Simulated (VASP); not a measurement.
A run of VASP 6.6.1:

Contents of INCAR:

```
  ALGO = Normal
  EDIFF = 1E-7
  ENCUT = 520
  GGA = PS
  ISIF = 2
  ISMEAR = 0
  LASPH = True
  LCHARG = False
  LREAL = False
  LWAVE = False
  NBANDS = 15
  NELM = 80
  PREC = Accurate
  SIGMA = 0.05
```

KPOINTS

```
k-points
0
Gamma
  10 10 10
```

POSCAR

```
SrO
1.0
    0.0000000000      2.7693272611      2.7693272611
    2.7693272611      0.0000000000      2.7693272611
    2.7693272611      2.7693272611      0.0000000000
Sr O
1 1
Direct
    0.0000000000      0.0000000000      0.0000000000
    0.2590274632      0.2590274632      0.2409725368
```

Potentials or basis: VASP PAW PBE potentials, release 64 (Sr_sv, O).

The run is started by

```bash
$ cat potpaw_PBE.64/Sr_sv/POTCAR potpaw_PBE.64/O/POTCAR > POTCAR
$ mpirun -np 1 vasp_std > vasp.out
```

Hardware: 1 thread of AMD EPYC 7R43 64-Core Processor (Zen 3), on a shared host.

Task: How long does it take, and how much memory?

Result: Run time: 2.5 min on 1 thread of AMD EPYC 7R43 64-Core Processor (Zen 3), with other jobs on the host, peak memory 0.21 GiB. Counts: scf iterations 15, k points 171.
